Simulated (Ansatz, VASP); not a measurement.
# Two plane-wave programs on TlPb2

Contents of INCAR:

```
PREC = Accurate
ENCUT = 520
EDIFF = 1E-7
ISMEAR = 0
SIGMA = 0.1
LREAL = False
LASPH = True
NELM = 60
ALGO = Normal
ISIF = 2
LWAVE = False
LCHARG = True
GGA = PE
LELF = True
LVHAR = True
NBANDS = 50
```

File KPOINTS:

```
regular mesh
0
Gamma
  4 4 4
```

The input POSCAR:

```
TlPb2
1.0
    0.0000000000      4.6850505000      4.6850505000
    4.6850505000      0.0000000000      4.6850505000
    4.6850505000      4.6850505000      0.0000000000
Tl Pb
2 4
Direct
    0.0000000000      0.0000000000      0.0000000000
    0.2500000000      0.2500000000      0.2500000000
    0.6250000000      0.6250000000      0.6250000000
    0.1250000000      0.6250000000      0.6250000000
    0.6250000000      0.1250000000      0.6250000000
    0.6250000000      0.6250000000      0.1250000000
```

Input for Ansatz:

```yaml
crystal:
  lattice:
    - [0.0, 4.6850505, 4.6850505]
    - [4.6850505, 0.0, 4.6850505]
    - [4.6850505, 4.6850505, 0.0]
  atoms:
    - { symbol: Tl, position: [0.0, 0.0, 0.0] }
    - { symbol: Tl, position: [0.25, 0.25, 0.25] }
    - { symbol: Pb, position: [0.625, 0.625, 0.625] }
    - { symbol: Pb, position: [0.125, 0.625, 0.625] }
    - { symbol: Pb, position: [0.625, 0.125, 0.625] }
    - { symbol: Pb, position: [0.625, 0.625, 0.125] }
basis:
  ecutwfc: 420
kpoints:
  mp_grid: { grid: [4, 4, 4] }
hamiltonian:
  xc: pbe
scf:
  occupations: { method: gaussian, width: 0.1 }
  lower_state_search: "off"
output:
  forces: true
  stress: true
  eigenvalues: true
```

Change from the starting cell: relaxed end of: species swapped into the HfV2 type (Fd-3m, No. 227).

Alike in both runs: task single point; functional PBE; k mesh 4 × 4 × 4; occupations gaussian, width 0.1 eV; no spin polarisation.

```csv
,VASP,Ansatz
version,VASP 6.6.1,Ansatz 0.2.0
potentials or method,"VASP PAW PBE potentials, release 64 (Tl_d, Pb_d), cutoff 520 eV","scalar-relativistic, plane waves, PAW"
valence electrons in the cell,82,82
```

```tsv
	VASP	Ansatz	Ansatz less VASP
gap on the k mesh at the Fermi level (eV)	none	none	-
pressure (GPa)	0.0	0.0	+0.06
```

A gap of «none» marks a metal or a gap that the smearing closes.

Spin-orbit coupling is off throughout.
